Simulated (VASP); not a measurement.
# Mg27HO26 (a cell with a defect) in VASP: further runs, part 3 of 3

VASP 6.6.1. The steps go on from the part before.

### 5 Relaxation of the atoms, PBE

INCAR reads:

```
  PREC = Accurate
  ENCUT = 520
  EDIFF = 1E-7
  ISMEAR = 0
  SIGMA = 0.01
  LREAL = Auto
  LASPH = True
  NELM = 100
  ALGO = Normal
  ISIF = 2
  LWAVE = False
  LCHARG = False
  GGA = PE
  IBRION = 2
  NSW = 100
  EDIFFG = -0.03
  NELECT = 210.0
```

KPOINTS reads:

```
Automatic mesh
0
Gamma
  1 1 1
  0.25 0.25 0.25
```

POSCAR reads:

```
Mg27HO26
1.0
    0.0000000000      6.3815718500      6.3815718500
    6.3815718500      0.0000000000      6.3815718500
    6.3815718500      6.3815718500      0.0000000000
Mg O H
27 26 1
Direct
    0.0000000000      0.0000000000      0.0000000000
    0.0000000000      0.0000000000      0.3333333300
    0.0000000000      0.0000000000      0.6666666700
    0.0000000000      0.3333333300      0.0000000000
    0.0000000000      0.3333333300      0.3333333300
    0.0000000000      0.3333333300      0.6666666700
    0.0000000000      0.6666666700      0.0000000000
    0.0000000000      0.6666666700      0.3333333300
    0.0000000000      0.6666666700      0.6666666700
    0.3333333300      0.0000000000      0.0000000000
    0.3333333300      0.0000000000      0.3333333300
    0.3333333300      0.0000000000      0.6666666700
    0.3333333300      0.3333333300      0.0000000000
    0.3333333300      0.3333333300      0.3333333300
    0.3333333300      0.3333333300      0.6666666700
    0.3333333300      0.6666666700      0.0000000000
    0.3333333300      0.6666666700      0.3333333300
    0.3333333300      0.6666666700      0.6666666700
    0.6666666700      0.0000000000      0.0000000000
    0.6666666700      0.0000000000      0.3333333300
    0.6666666700      0.0000000000      0.6666666700
    0.6666666700      0.3333333300      0.0000000000
    0.6666666700      0.3333333300      0.3333333300
    0.6666666700      0.3333333300      0.6666666700
    0.6666666700      0.6666666700      0.0000000000
    0.6666666700      0.6666666700      0.3333333300
    0.6666666700      0.6666666700      0.6666666700
    0.1666666700      0.1666666700      0.1666666700
    0.1666666700      0.1666666700      0.5000000000
    0.1666666700      0.1666666700      0.8333333300
    0.1666666700      0.5000000000      0.1666666700
    0.1666666700      0.5000000000      0.5000000000
    0.1666666700      0.5000000000      0.8333333300
    0.1666666700      0.8333333300      0.1666666700
    0.1666666700      0.8333333300      0.5000000000
    0.1666666700      0.8333333300      0.8333333300
    0.5000000000      0.1666666700      0.1666666700
    0.5000000000      0.1666666700      0.5000000000
    0.5000000000      0.1666666700      0.8333333300
    0.5000000000      0.5000000000      0.1666666700
    0.5000000000      0.5000000000      0.8333333300
    0.5000000000      0.8333333300      0.1666666700
    0.5000000000      0.8333333300      0.5000000000
    0.5000000000      0.8333333300      0.8333333300
    0.8333333300      0.1666666700      0.1666666700
    0.8333333300      0.1666666700      0.5000000000
    0.8333333300      0.1666666700      0.8333333300
    0.8333333300      0.5000000000      0.1666666700
    0.8333333300      0.5000000000      0.5000000000
    0.8333333300      0.5000000000      0.8333333300
    0.8333333300      0.8333333300      0.1666666700
    0.8333333300      0.8333333300      0.5000000000
    0.8333333300      0.8333333300      0.8333333300
    0.5000000000      0.5000000000      0.5000000000
```

Potentials or basis: VASP PAW PBE potentials, release 64 (Mg, O, H).

The run is started by

```sh
$ cat potpaw_PBE.64/Mg/POTCAR potpaw_PBE.64/O/POTCAR potpaw_PBE.64/H/POTCAR > POTCAR
$ mpirun -np 1 vasp_std > vasp.out
```

OUTCAR:

```text
PREC = Accurate
   ENCUT = 520
   EDIFF = 1E-7
   ISMEAR = 0
   LREAL = Auto
   LASPH = True
   NELM = 100
   ISIF = 2
   GGA = PE
   IBRION = 2
   NSW = 100
   EDIFFG = -0.03
   NELECT = 210.0

 ion  position               nearest neighbor table
   1  0.000  0.000  0.000-  30 2.13  34 2.13  36 2.13  45 2.13  47 2.13  51 2.13  10 3.01  12 3.01
                            16 3.01  19 3.01  20 3.01  22 3.01   2 3.01   3 3.01   4 3.01   6 3.01
   2  0.000  0.000  0.333-  34 2.13  45 2.13  35 2.13  46 2.13  52 2.13  28 2.13  17 3.01  20 3.01
                            23 3.01   1 3.01   4 3.01   5 3.01   8 3.01  10 3.01  11 3.01  21 3.01
   3  0.000  0.000  0.667-  36 2.13  47 2.13  29 2.13  46 2.13  35 2.13  53 2.13  19 3.01  21 3.01
                            24 3.01   1 3.01   6 3.01   7 3.01   9 3.01  12 3.01  18 3.01  11 3.01
   4  0.000  0.333  0.000-  30 2.13  45 2.13  33 2.13  48 2.13  50 2.13  28 2.13  15 3.01  22 3.01
                            23 3.01   1 3.01   2 3.01   5 3.01   6 3.01  10 3.01  13 3.01  25 3.01
   5  0.000  0.333  0.333-  28 2.13  46 2.13  48 2.13  49 2.13  31 2.13  29 2.13   2 3.01   4 3.01
                            11 3.01  13 3.01  14 3.01  23 3.01  26 3.01   7 3.01  24 3.01   3 3.01
   6  0.000  0.333  0.667-  29 2.13  30 2.13  47 2.13  50 2.13  49 2.13  32 2.13  24 3.01   1 3.01
                             3 3.01   4 3.01  12 3.01  15 3.01  22 3.01  27 3.01  14 3.01   5 3.01
   7  0.000  0.667  0.000-  36 2.13  51 2.13  31 2.13  48 2.13  33 2.13  53 2.13  19 3.01  25 3.01
                            26 3.01   1 3.01   3 3.01   8 3.01   9 3.01  16 3.01  18 3.01  13 3.01
   8  0.000  0.667  0.333-  31 2.13  34 2.13  51 2.13  52 2.13  32 2.13  49 2.13  26 3.01   1 3.01
                             2 3.01   7 3.01  16 3.01  17 3.01  20 3.01  14 3.01  27 3.01   6 3.01
   9  0.000  0.667  0.667-  53 2.13  35 2.13  33 2.13  32 2.13  52 2.13  50 2.13   3 3.01   7 3.01
[... 62 lines left out ...]
  53  0.833  0.833  0.833-   9 2.13  21 2.13  25 2.13  19 2.13   7 2.13   3 2.13
[... 706 lines left out ...]

 number of electron     209.9999962 magnetization

 Free energy of the ion-electron system (eV)
  ---------------------------------------------------
  ext. energy  EPLUGINS =         0.00000000
  ---------------------------------------------------
  free energy    TOTEN  =      -319.63556753 eV

  energy without entropy =     -319.63556753  energy(sigma->0) =     -319.63556753

 E-fermi :   2.9003     XC(G=0): -10.8482

 val. band max:        2.8424569032   @ k =   0.2500   0.2500   0.2500
 cond. band min:       7.9336961062   @ k =   0.2500   0.2500   0.2500
 fundamental gap:      5.0912392030
 Fermi energy:         2.9003098151

 k-point     1 :       0.2500    0.2500    0.2500
  band No.  band energies     occupation
      1     -14.0693      2.00000
      2     -13.5990      2.00000
      3     -13.3837      2.00000
      4     -13.3837      2.00000
      5     -13.3219      2.00000
      6     -13.2594      2.00000
[... 109 lines left out ...]
    116      10.8951      0.00000
    117      11.4738      0.00000
 [bands above 117 left out]

------------------------ aborting loop because EDIFF is reached ----------------------------------------

  FORCE on cell =-STRESS in cart. coord.  units (eV):
  Direction    XX          YY          ZZ          XY          YZ          ZX
  --------------------------------------------------------------------------------------
  -------------------------------------------------------------------------------------
  Total       -8.4577993     -8.4577993     -8.4577993     -0.0000000      0.0000000     -0.0000000
  in kB      -26.0708369    -26.0708369    -26.0708369     -0.0000000      0.0000000     -0.0000000
  external PRESSURE =     -26.0708369 kB  Pullay stress =       0.0000000 kB
[... 69 lines left out ...]
  FREE ENERGIE OF THE ION-ELECTRON SYSTEM (eV)
  ---------------------------------------------------
  free  energy   TOTEN  =      -319.6355675262 eV

  energy  without entropy=     -319.6355675262  energy(sigma->0) =     -319.63556753

 reached required accuracy - stopping structural energy minimisation
```

OSZICAR:

```text
N       E                     dE             d eps       ncg     rms          rms(c)
DAV:   1     0.121387007266E+04    0.12139E+04   -0.10278E+05   266   0.143E+03
DAV:   2    -0.254551639242E+03   -0.14684E+04   -0.14355E+04   332   0.302E+02
DAV:   3    -0.359450749027E+03   -0.10490E+03   -0.10439E+03   308   0.869E+01
[... 75 lines left out ...]
DAV:   6    -0.319635567281E+03    0.42715E-05   -0.60248E-05   316   0.307E-02    0.482E-03
DAV:   7    -0.319635568123E+03   -0.84188E-06   -0.10130E-05   308   0.965E-03    0.596E-03
DAV:   8    -0.319635567851E+03    0.27162E-06   -0.65170E-07   308   0.300E-03    0.395E-03
DAV:   9    -0.319635567495E+03    0.35575E-06   -0.19847E-06   324   0.624E-03    0.101E-03
DAV:  10    -0.319635567526E+03   -0.30945E-07   -0.60735E-07   276   0.228E-03
   6 F= -.31963557E+03 E0= -.31963557E+03  d E =-.255248E-02
```

CONTCAR:

```text
Mg27HO26
   1.00000000000000
     0.0000000000000000    6.3815718500000003    6.3815718500000003
     6.3815718500000003    0.0000000000000000    6.3815718500000003
     6.3815718500000003    6.3815718500000003    0.0000000000000000
  Mg              O               H
    27    26     1
Direct
     0.0000000000000000    1.0000000000000000    0.0000000000000000
     0.0000000000000000    0.0000000000000000    0.3329771863447235
     1.0000000000000000    0.0000000000000000    0.6670228136552765
     0.0000000000000000    0.3329771863447235    0.0000000000000000
     0.0004334947645755    0.3331888317451436    0.3331888317451436
     0.0000000000000000    0.3329771863447235    0.6670228136552765
[... 46 lines left out ...]
     0.8334907958928168    0.8334907958928168    0.8334907958928168
     0.5000000000000000    0.5000000000000000    0.5000000000000000

  0.00000000E+00  0.00000000E+00  0.00000000E+00
  0.00000000E+00  0.00000000E+00  0.00000000E+00
  0.00000000E+00  0.00000000E+00  0.00000000E+00
  0.00000000E+00  0.00000000E+00  0.00000000E+00
  0.00000000E+00  0.00000000E+00  0.00000000E+00
  0.00000000E+00  0.00000000E+00  0.00000000E+00
[... 46 lines left out ...]
  0.00000000E+00  0.00000000E+00  0.00000000E+00
  0.00000000E+00  0.00000000E+00  0.00000000E+00
```

It took 24 min on 1 thread of Oxide Virtual Turin-like, shared host; peak memory 0.78 GiB.

What came out:

```
Free energy                  : -319.6356 eV
Energy gained by relaxing    : 12.2 meV/atom
Ionic steps                  : 6
Largest force after relaxing : 0.016 eV/Å
```

Forces in eV/Å, atoms in the order of the input:
```
Mg   0.000  0.000  0.000
Mg  -0.004 -0.004  0.000
Mg   0.004  0.004  0.000
Mg  -0.004  0.000 -0.004
Mg  -0.001  0.001  0.001
Mg   0.000  0.004 -0.004
Mg   0.004  0.000  0.004
Mg   0.000 -0.004  0.004
Mg   0.001 -0.001 -0.001
Mg   0.000 -0.004 -0.004
Mg   0.001 -0.001  0.001
Mg   0.004  0.000 -0.004
Mg   0.001  0.001 -0.001
Mg  -0.001 -0.001 -0.001
Mg   0.000  0.000 -0.008
Mg   0.004 -0.004  0.000
Mg   0.000 -0.008  0.000
Mg   0.008  0.000  0.000
Mg   0.000  0.004  0.004
Mg  -0.004  0.000  0.004
Mg  -0.001  0.001 -0.001
Mg  -0.004  0.004  0.000
Mg  -0.008  0.000  0.000
Mg   0.000  0.008  0.000
Mg  -0.001 -0.001  0.001
Mg   0.000  0.000  0.008
Mg   0.001  0.001  0.001
O   -0.001 -0.001 -0.001
O    0.001  0.001 -0.001
O    0.000  0.000 -0.005
O    0.001 -0.001  0.001
O    0.000 -0.011 -0.011
O    0.011  0.000 -0.011
O    0.000 -0.005  0.000
O    0.011 -0.011  0.000
O    0.005  0.000  0.000
O   -0.001  0.001  0.001
O   -0.011  0.000 -0.011
O    0.000  0.011 -0.011
O   -0.011 -0.011  0.000
O    0.011  0.011  0.000
O    0.000 -0.011  0.011
O    0.011  0.000  0.011
O    0.001 -0.001 -0.001
O   -0.005  0.000  0.000
O   -0.011  0.011  0.000
O    0.000  0.005  0.000
O   -0.011  0.000  0.011
O    0.000  0.011  0.011
O   -0.001  0.001 -0.001
O    0.000  0.000  0.005
O   -0.001 -0.001  0.001
O    0.001  0.001  0.001
H    0.000  0.000  0.000
```

Step by step:
| step | energy change (eV) | largest force (eV/Å) | pressure (GPa) |
| --- | --- | --- | --- |
| 1 | 0.0000 | 1.7937 | -2.96 |
| 2 | -0.5849 | 0.4611 | -2.57 |
| 3 | -0.5988 | 0.3562 | -2.65 |
| 4 | -0.6530 | 0.0798 | -2.63 |
| 5 | -0.6549 | 0.0561 | -2.63 |
| 6 | -0.6574 | 0.0160 | -2.61 |

Final structure:
```
Mg O H
1.0
     0.00000    6.38157    6.38157
     6.38157    0.00000    6.38157
     6.38157    6.38157    0.00000
Mg O H
27 26 1
Direct
  0.00000 0.00000 0.00000
  0.00000 0.00000 0.33298
  0.00000 0.00000 0.66702
  0.00000 0.33298 0.00000
  0.00043 0.33319 0.33319
  0.00000 0.33298 0.66702
  0.00000 0.66702 0.00000
  0.00000 0.66702 0.33298
  0.99957 0.66681 0.66681
  0.33298 0.00000 0.00000
  0.33319 0.00043 0.33319
  0.33298 0.00000 0.66702
  0.33319 0.33319 0.00043
  0.33319 0.33319 0.33319
  0.32575 0.32575 0.67425
  0.33298 0.66702 0.00000
  0.32575 0.67425 0.32575
  0.32575 0.67425 0.67425
  0.66702 0.00000 0.00000
  0.66702 0.00000 0.33298
  0.66681 0.99957 0.66681
  0.66702 0.33298 0.00000
  0.67425 0.32575 0.32575
  0.67425 0.32575 0.67425
  0.66681 0.66681 0.99957
  0.67425 0.67425 0.32575
  0.66681 0.66681 0.66681
  0.16651 0.16651 0.16651
  0.16651 0.16651 0.50047
  0.16580 0.16580 0.83420
  0.16651 0.50047 0.16651
  0.17000 0.50000 0.50000
  0.17000 0.50000 0.83000
  0.16580 0.83420 0.16580
  0.17000 0.83000 0.50000
  0.16580 0.83420 0.83420
  0.50047 0.16651 0.16651
  0.50000 0.17000 0.50000
  0.50000 0.17000 0.83000
  0.50000 0.50000 0.17000
  0.50000 0.50000 0.83000
  0.50000 0.83000 0.17000
  0.50000 0.83000 0.50000
  0.49953 0.83349 0.83349
  0.83420 0.16580 0.16580
  0.83000 0.17000 0.50000
  0.83420 0.16580 0.83420
  0.83000 0.50000 0.17000
  0.83000 0.50000 0.50000
  0.83349 0.49953 0.83349
  0.83420 0.83420 0.16580
  0.83349 0.83349 0.49953
  0.83349 0.83349 0.83349
  0.50000 0.50000 0.50000
```

Levels at points of the mesh, in eV from the Fermi level:
```tsv
k point	band 102	band 103	band 104	band 105	band 106	band 107	band 108	band 109
(0.25, 0.25, 0.25)	-0.32	-0.32	-0.06	-0.06	5.03	6.22	6.43	6.43
```

Caveat: the k points lie up to 0.85 Å⁻¹ apart, too coarse for converged energies, forces and pressures; the cell carries a net charge on a neutralising background, which shifts energy and pressure; the cell is charged against a uniform background, so pressure and absolute levels hang on convention.
